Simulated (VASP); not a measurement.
# BeSO (P4/mmm) in VASP: a series of runs

BeSO is run at these levels: PBE; tasks: single point, relaxation of cell and atoms.

Everything below comes from runs of VASP 6.6.1. Logs are shortened: lines on timing, memory, paths and dates and some standing lists are left out, and cuts for length are marked.

### Step 1. The cell of the first run

The structure is tetragonal, space group P4/mmm (No. 123). The conventional cell has a = 3.335 Å, b = 3.335 Å, c = 3.777 Å, α = 90.00°, β = 90.00°, γ = 90.00°. Within 2.5 Å of Be (site symmetry 4/mmm) lie 2 S at 1.89 Å. S (site symmetry 4/mmm) has 2 Be at 1.89 Å and 4 O at 2.36 Å within 2.5 Å. Within 3.1 Å of O (site symmetry 4/mmm) lie 4 S at 2.36 Å and 8 Be at 3.02 Å.

### Step 2. Single point, PBE

The input, INCAR:

```
SYSTEM = BeSO
ALGO = Normal
EDIFF = 1E-6
ENCUT = 600
GGA = PE
GGA_COMPAT = .FALSE.
ISIF = 2
ISMEAR = 0
LASPH = .TRUE.
LCHARG = .TRUE.
LELF = .TRUE.
LREAL = .FALSE.
LVHAR = .TRUE.
LWAVE = .FALSE.
NBANDS = 14
NELM = 120
PREC = Accurate
SIGMA = 0.1
```

The input, KPOINTS:

```
k-points
0
G
  6 6 4
  0 0 0
```

The input, POSCAR:

```
BeSO
1.0
    3.3350024030      0.0000000000      0.0000000000
    0.0000000000      3.3350024030      0.0000000000
    0.0000000000      0.0000000000      3.7774180960
Be S O
1 1 1
Direct
    0.0000000000      0.0000000000      0.5000000000
    0.0000000000      0.0000000000      0.0000000000
    0.5000000000      0.5000000000      0.0000000000
```

Potentials or basis: VASP PAW PBE potentials, release 64 (Be, S, O).

Started as:

```sh
cat potpaw_PBE.64/Be/POTCAR potpaw_PBE.64/S/POTCAR potpaw_PBE.64/O/POTCAR > POTCAR
mpirun -np 1 vasp_std > vasp.out
```

OUTCAR:

```text
SYSTEM = BeSO
   EDIFF = 1E-6
   ENCUT = 600
   GGA = PE
   ISIF = 2
   ISMEAR = 0
   LASPH = .TRUE.
   LREAL = .FALSE.
   NELM = 120
   PREC = Accurate

 ion  position               nearest neighbor table
   1  0.000  0.000  0.500-   2 1.89   2 1.89
   2  0.000  0.000  0.000-   1 1.89   1 1.89   3 2.36   3 2.36   3 2.36   3 2.36
   3  0.500  0.500  0.000-   2 2.36   2 2.36   2 2.36   2 2.36

  LATTYP: Found a simple tetragonal cell.
 ALAT       =     3.3350024030
 C/A-ratio  =     1.1326582831

  Lattice vectors:

 A1 = (   3.3350024030,   0.0000000000,   0.0000000000)
 A2 = (   0.0000000000,   3.3350024030,   0.0000000000)
 A3 = (   0.0000000000,   0.0000000000,   3.7774180960)

Analysis of symmetry for initial positions (statically):
=====================================================================
 Subroutine PRICEL returns:
 Original cell was already a primitive cell.

 Routine SETGRP: Setting up the symmetry group for a
 simple tetragonal supercell.

 Subroutine GETGRP returns: Found 16 space group operations
 (whereof 16 operations were pure point group operations)
 out of a pool of 16 trial point group operations.

The static configuration has the point symmetry D_4h.

Analysis of symmetry for dynamics (positions and initial velocities):
=====================================================================
 Subroutine PRICEL returns:
 Original cell was already a primitive cell.

 Routine SETGRP: Setting up the symmetry group for a
 simple tetragonal supercell.

 Subroutine GETGRP returns: Found 16 space group operations
 (whereof 16 operations were pure point group operations)
 out of a pool of 16 trial point group operations.

The dynamic configuration has the point symmetry D_4h.

 Subroutine INISYM returns: Found 16 space group operations
 (whereof 16 operations are pure point group operations),
 and found     1 'primitive' translations

----------------------------------------------------------------------------------------

                                     Primitive cell

  volume of cell :      42.0134

  direct lattice vectors                    reciprocal lattice vectors
     3.335002403  0.000000000  0.000000000     0.299849859  0.000000000  0.000000000
     0.000000000  3.335002403  0.000000000     0.000000000  0.299849859  0.000000000
     0.000000000  0.000000000  3.777418096     0.000000000  0.000000000  0.264731087

  length of vectors
     3.335002403  3.335002403  3.777418096     0.299849859  0.299849859  0.264731087

  position of ions in fractional coordinates (direct lattice)
     0.000000000  0.000000000  0.500000000
     0.000000000  0.000000000  0.000000000
     0.500000000  0.500000000  0.000000000

  ion indices of the primitive-cell ions
   primitive index   ion index
                 1           1
                 2           2
                 3           3

----------------------------------------------------------------------------------------

 KPOINTS: k-points

Automatic generation of k-mesh.
 Grid dimensions read from file:
 generate k-points for:    6    6    4

 Generating k-lattice:

  Cartesian coordinates                     Fractional coordinates (reciprocal lattice)
     0.049974976  0.000000000  0.000000000     0.166666667  0.000000000  0.000000000
     0.000000000  0.049974976  0.000000000     0.000000000  0.166666667  0.000000000
     0.000000000  0.000000000  0.066182772     0.000000000  0.000000000  0.250000000

  Length of vectors
     0.049974976  0.049974976  0.066182772

  Shift w.r.t. Gamma in fractional coordinates (k-lattice)
     0.000000000  0.000000000  0.000000000

 Subroutine IBZKPT returns following result:
 ===========================================

 Found     30 irreducible k-points:

 Following reciprocal coordinates:
            Coordinates               Weight
  0.000000  0.000000  0.000000      1.000000
  0.166667  0.000000  0.000000      4.000000
  0.333333  0.000000  0.000000      4.000000
  0.500000  0.000000  0.000000      2.000000
  0.166667  0.166667  0.000000      4.000000
  0.333333  0.166667  0.000000      8.000000
[... 16 lines left out ...]
  0.333333  0.000000  0.500000      4.000000
  0.500000  0.000000  0.500000      2.000000
 [... further k-points ...]
   k-points           NKPTS =     30   k-points in BZ     NKDIM =     30   number of bands    NBANDS=     14
   number of dos      NEDOS =    301   number of ions     NIONS =      3
   total plane-waves  NPLWV =  23520
   dimension x,y,z NGX =    28 NGY =   28 NGZ =   30
   dimension x,y,z NGXF=    56 NGYF=   56 NGZF=   60
   ions per type =               1   1   1
   NGX,Y,Z   is equivalent  to a cutoff of  13.96, 13.96, 13.20 a.u.
   NGXF,Y,Z  is equivalent  to a cutoff of  27.92, 27.92, 26.41 a.u.
 SYSTEM =  BeSO
   PREC   = accura    normal or accurate (medium, high low for compatibility)
   ISTART =      0    job   : 0-new  1-cont  2-samecut
   ICHARG =      2    charge: 1-file 2-atom 10-const
   ISPIN  =      1    spin polarized calculation?
   LNONCOLLINEAR =      F non collinear calculations
   LSORBIT =      F    spin-orbit coupling
   LASPH  =      T    aspherical Exc in radial PAW
   ENCUT  =  600.0 eV  44.10 Ry    6.64 a.u.   6.66  6.66  7.54*2*pi/ulx,y,z
   NELM   =    120;   NELMIN=  2; NELMDL= -5     # of ELM steps
   EDIFF  = 0.1E-05   stopping-criterion for ELM
   LREAL  =      F    real-space projection
   EDIFFG = 0.1E-04   stopping-criterion for IOM
   NSW    =      0    number of steps for IOM
   IBRION =     -1    ionic relax: 0-MD 1-quasi-New 2-CG
   NFREE  =      0    steps in history (QN), initial steepest desc. (CG)
   ISIF   =      2    stress and relaxation
   ISYM   =      2    0-nonsym 1-usesym 2-fastsym
   POTIM  = 0.5000    time-step for ionic-motion
   TEBEG  =    0.0;   TEEND  =   0.0 temperature during run
   PSTRESS=    0.0 pullay stress
   NELECT =      14.0000    total number of electrons
   NUPDOWN=      -1.0000    fix difference up-down
   EMIN   =  10.00;   EMAX   =-10.00  energy-range for DOS
   EFERMI =   0.00;   METHOD = LEGACY
   ISMEAR =     0;   SIGMA  =   0.10  broadening in eV -4-tet -1-fermi 0-gaus
   EFERMI_NEDOS =   21; number of points for ismear=-14 and -15
   IALGO  =     38    algorithm
   IMIX   =      4    mixing-type and parameters
     AMIX     =   0.40;   BMIX     =  1.00
     AMIX_MAG =   1.60;   BMIX_MAG =  1.00
  volume/ion in A,a.u.               =      14.00        94.51
  Fermi-wavevector in a.u.,A,eV,Ry     =   1.134980  2.144802 17.526762  1.288181
  Thomas-Fermi vector in A             =   2.271685
   LORBIT       =      0    0 simple, 1 ext, 2 COOP (PROOUT), +10 PAW based schemes
   GGA     = PE    functional components
   LHFCALC =     F    Hartree Fock is set to
   AEXX    =    0.0000 exact exchange contribution
   IVDW    =     0    specifies the selected vdW correction
   LEPSILON=     F    determine dielectric tensor
   LRPA    =     F    only Hartree local field effects (RPA)
 non-spin polarized calculation
 Gauss-broadening in eV      SIGMA  =   0.10
  energy-cutoff  :      600.00
  volume of cell :       42.01
 maximum number of plane-waves:      1428
 NGX is ok and might be reduce to    28
   NGX = 13   NGY = 13   NGZ = 15

 number of electron      14.0000000 magnetization

 Free energy of the ion-electron system (eV)
  ---------------------------------------------------
  ext. energy  EPLUGINS =         0.00000000
  ---------------------------------------------------
  free energy    TOTEN  =       -11.26225950 eV

  energy without entropy =      -11.25932436  energy(sigma->0) =      -11.26079193

 E-fermi :   4.4347     XC(G=0):  -9.5046

 val. band max:        4.4215854486   @ k =   0.5000   0.5000   0.5000
 cond. band min:       4.4547866557   @ k =   0.3333   0.3333   0.5000
 fundamental gap:      0.0332012071
 Fermi energy:         4.4347357870

 k-point     1 :       0.0000    0.0000    0.0000
  band No.  band energies     occupation
      1     -14.2502      2.00000
      2      -8.6413      2.00000
      3      -2.5181      2.00000
      4      -0.4921      2.00000
      5      -0.4921      2.00000
      6       2.7580      2.00000
      7       4.1151      1.99999
      8       5.2830      0.00000
      9       5.2830      0.00000
     10       9.9158      0.00000
     11      11.8760      0.00000
     12      11.8760      0.00000
     13      13.5016      0.00000
     14      15.1472      0.00000

 k-point     2 :       0.1667    0.0000    0.0000
  band No.  band energies     occupation
      1     -14.0687      2.00000
      2      -8.9806      2.00000
      3      -2.3731      2.00000
      4      -0.4104      2.00000
      5      -0.2272      2.00000
      6       2.5746      2.00000
      7       4.1284      1.99999
      8       4.6989      0.00019
      9       4.7927      0.00000
     10      10.3430      0.00000
     11      11.4271      0.00000
     12      11.9527      0.00000
     13      14.3763      0.00000
     14      14.5543      0.00000

 k-point     3 :       0.3333    0.0000    0.0000
  band No.  band energies     occupation
      1     -13.6243      2.00000
      2      -9.7365      2.00000
      3      -2.0400      2.00000
      4      -0.0257      2.00000
      5       0.5369      2.00000
      6       2.1521      2.00000
      7       2.9065      2.00000
      8       3.3591      2.00000
      9       5.4149      0.00000
     10       8.8582      0.00000
     11      12.2104      0.00000
     12      13.0012      0.00000
     13      13.3914      0.00000
     14      15.7012      0.00000

 k-point     4 :       0.5000    0.0000    0.0000
  band No.  band energies     occupation
      1     -13.3316      2.00000
      2     -10.1819      2.00000
      3      -1.8427      2.00000
      4       0.4157      2.00000
      5       1.4367      2.00000
      6       1.9038      2.00000
      7       2.0520      2.00000
      8       2.1973      2.00000
      9       6.2491      0.00000
     10       7.6464      0.00000
     11      12.3871      0.00000
     12      13.0401      0.00000
     13      13.9780      0.00000
     14      15.9226      0.00000

 k-point     5 :       0.1667    0.1667    0.0000
  band No.  band energies     occupation
      1     -13.9027      2.00000
      2      -9.1822      2.00000
      3      -2.2398      2.00000
      4      -1.2464      2.00000
      5       0.8756      2.00000
      6       2.4538      2.00000
      7       2.7691      2.00000
      8       4.9341      0.00000
      9       5.2857      0.00000
     10      10.5185      0.00000
     11      10.9707      0.00000
[... 276 lines left out ...]
 k-point    22 :       0.1667    0.0000    0.5000
  band No.  band energies     occupation
      1     -13.9753      2.00000
      2      -8.9488      2.00000
      3      -3.6168      2.00000
      4      -0.0088      2.00000
      5       0.0634      2.00000
      6       2.2216      2.00000
      7       4.9611      0.00000
      8       5.1875      0.00000
      9       6.9800      0.00000
     10       8.0947      0.00000
     11      10.2459      0.00000
     12      10.6865      0.00000
     13      12.1200      0.00000
     14      16.0792      0.00000

 k-point    23 :       0.3333    0.0000    0.5000
  band No.  band energies     occupation
      1     -13.5467      2.00000
      2      -9.6862      2.00000
      3      -3.0116      2.00000
      4       0.6215      2.00000
      5       0.7837      2.00000
      6       1.1471      2.00000
      7       3.3452      2.00000
      8       3.8418      2.00000
      9       6.1763      0.00000
     10       8.4439      0.00000
     11      10.8750      0.00000
     12      11.1159      0.00000
     13      14.1446      0.00000
     14      18.4599      0.00000

 k-point    24 :       0.5000    0.0000    0.5000
  band No.  band energies     occupation
      1     -13.2671      2.00000
      2     -10.1154      2.00000
      3      -2.5636      2.00000
      4       0.4421      2.00000
      5       1.4984      2.00000
      6       1.5736      2.00000
      7       1.9931      2.00000
      8       2.8492      2.00000
      9       5.9687      0.00000
     10       8.6416      0.00000
     11      11.1299      0.00000
     12      11.3093      0.00000
     13      15.3004      0.00000
     14      18.2032      0.00000

 [... further k-points ...]
[... 5 lines left out ...]
  --------------------------------------------------------------------------------------
  -------------------------------------------------------------------------------------
  Total       -0.0457344     -0.0457344     -0.1591442      0.0000000     -0.0000000      0.0000000
  in kB       -1.7440785     -1.7440785     -6.0689562      0.0000000     -0.0000000      0.0000000
  external PRESSURE =      -3.1857044 kB  Pullay stress =       0.0000000 kB

 VOLUME and BASIS-vectors are now :
 -----------------------------------------------------------------------------
  energy-cutoff  :      600.00
  volume of cell :       42.01
      direct lattice vectors                 reciprocal lattice vectors
     3.335002403  0.000000000  0.000000000     0.299849859  0.000000000  0.000000000
     0.000000000  3.335002403  0.000000000     0.000000000  0.299849859  0.000000000
     0.000000000  0.000000000  3.777418096     0.000000000  0.000000000  0.264731087

 POSITION                                       TOTAL-FORCE (eV/Angst)
 -----------------------------------------------------------------------------------
      0.00000      0.00000      1.88871         0.000000      0.000000      0.000000
      0.00000      0.00000      0.00000         0.000000      0.000000      0.000000
      1.66750      1.66750      0.00000         0.000000      0.000000      0.000000
 -----------------------------------------------------------------------------------
    total drift:                                0.000000      0.000000     -0.000000

  FREE ENERGIE OF THE ION-ELECTRON SYSTEM (eV)
  ---------------------------------------------------
  free  energy   TOTEN  =       -11.2622595022 eV

  energy  without entropy=      -11.2593243627  energy(sigma->0) =      -11.26079193
```

It took 8.1 s on 1 thread of Intel Xeon 6975P-C (Granite Rapids), shared host; peak memory 0.16 GiB.

What came out:

```yaml
Free_energy: -11.2623 eV
Pressure: -0.3 GPa
Band_gap_on_the_k_mesh: zero (band 7 reaches 5.80 eV, above the bottom of band 8 at 2.20 eV)
```

Stress tensor (GPa, compression positive):
```
-0.17  0.00  0.00
 0.00 -0.17  0.00
 0.00  0.00 -0.61
```

Caveat: the k points lie up to 0.42 Å⁻¹ apart.

(Part 1 of 2 ends here.)
